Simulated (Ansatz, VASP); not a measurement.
# One calculation of Mg2Sn, two programs

```
Sn Mg
1.0
     0.00000    3.37994    3.37994
     3.37994    0.00000    3.37994
     3.37994    3.37994    0.00000
Sn Mg
1 2
Direct
  0.00000 0.00000 0.00000
  0.25000 0.25000 0.25000
  0.75000 0.75000 0.75000
```

Alike in both runs: task single point; functional PBEsol; k mesh 4 × 4 × 4; occupations fermi-dirac, width 0.2 eV; no spin polarisation.

```csv
,VASP,Ansatz
version,VASP 6.6.1,Ansatz 0.2.0
potentials or method,"VASP PAW PBE potentials, release 64 (Sn_d, Mg)",plane waves
plane-wave cutoff (eV),600,420
valence electrons in the cell,18,34
```

|  | VASP | Ansatz | Ansatz less VASP |
| --- | --- | --- | --- |
| pressure (GPa) | -0.3 | -0.2 | +0.10 |

VASP's potentials were made for PBE, not for PBEsol. The functional is the same, so the differences come from potentials, cutoffs and numerics. VASP's potentials hold 18 valence electrons a cell and Ansatz's 34, so a difference there can come from the potentials and not from the codes.

The k mesh is coarse, so the values compare programs but aren't converged.
